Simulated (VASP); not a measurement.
Input of a VASP 6.6.1 run:

File INCAR:

```
SYSTEM = Ti
PREC = Accurate ; ENCUT = 520
EDIFF = 1E-6 ; ISMEAR = 0
SIGMA = 0.1 ; LREAL = .FALSE.
LASPH = .TRUE. ; NELM = 60
ALGO = Fast ; ISIF = 2
LWAVE = .FALSE. ; LCHARG = .FALSE.
GGA = PE ; NBANDS = 12
```

The input KPOINTS:

```
Automatic mesh
0
G
  18 18 18
  0 0 0
```

Contents of POSCAR:

```
Ti
1.0
   -1.5598493828      1.5598493828      1.5598493828
    1.5598493828     -1.5598493828      1.5598493828
    1.5598493828      1.5598493828     -1.5598493828
Ti
1
Direct
    0.0000000000      0.0000000000      0.0000000000
```

Potentials or basis: VASP PAW PBE potentials, release 64 (Ti_sv).

The run is started by

```console
$ cat potpaw_PBE.64/Ti_sv/POTCAR > POTCAR
$ mpirun -np 1 vasp_std > vasp.out
```

(1) Predict the pressure.

(2) Estimate the band gap on the k mesh.

Results:

(1) 16.3 GPa.

(2) zero (band 6 reaches 10.66 eV, above the bottom of band 7 at 8.92 eV).
